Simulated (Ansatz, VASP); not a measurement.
**N in VASP and in Ansatz**

```xyz
1
Lattice="0.0000 1.5345 1.5345 1.5345 0.0000 1.5345 1.5345 1.5345 0.0000" Properties=species:S:1:pos:R:3 pbc="T T T"
N     0.0000    0.0000    0.0000
```

Alike in both runs: functional PBEsol; k mesh 30 × 30 × 30; occupations gaussian, width 0.1 eV; no spin polarisation.

Ansatz relaxed the structure, and its values are those at the end. VASP's run is a single point on that final structure, the one shown.

|  | VASP | Ansatz |
| --- | --- | --- |
| version | VASP 6.6.1 | Ansatz 0.2.0 |
| potentials or method | VASP PAW PBE potentials, release 64 (N), cutoff 520 eV | scalar-relativistic, plane waves, PAW |
| valence electrons in the cell | 5 | 5 |

```tsv
	VASP	Ansatz	Ansatz less VASP
gap on the k mesh at the Fermi level (eV)	none	none	-
pressure (GPa)	-0.1	0.0	+0.16
```

VASP's potentials were made for PBE, not for PBEsol. A gap of «none» marks a metal or a gap that the smearing closes.
